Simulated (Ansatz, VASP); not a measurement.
AlN in VASP and in Ansatz

```xyz
4
Lattice="3.1302 0.0000 0.0000 -1.5651 2.7109 0.0000 0.0000 0.0000 5.0180" Properties=species:S:1:pos:R:3 pbc="T T T"
Al    0.0000    1.8072   -0.0039
Al    1.5651    0.9036    2.5051
N     0.0000    1.8072    1.9107
N     1.5651    0.9036    4.4197
```

Alike in both runs: task single point; functional HSE06; k mesh 6 × 6 × 4; occupations gaussian, width 0.02 eV; no spin polarisation.

|  | VASP | Ansatz |
| --- | --- | --- |
| version | VASP 6.6.1 | Ansatz 0.2.0 |
| potentials or method | VASP PAW PBE potentials, release 64 (Al, N), cutoff 520 eV | scalar-relativistic, plane waves, PAW |
| valence electrons in the cell | 16 | 16 |

|  | VASP | Ansatz | Ansatz less VASP |
| --- | --- | --- | --- |
| gap on the k mesh at the Fermi level (eV) | 5.37 | 5.38 | +0.008 |
| least direct gap on the mesh (eV) | 5.37 | 5.38 | +0.008 |
| pressure (GPa) | -5.4 | -5.3 | +0.17 |

Ansatz's warnings: stress exchange threshold loose, stress scf threshold loose.
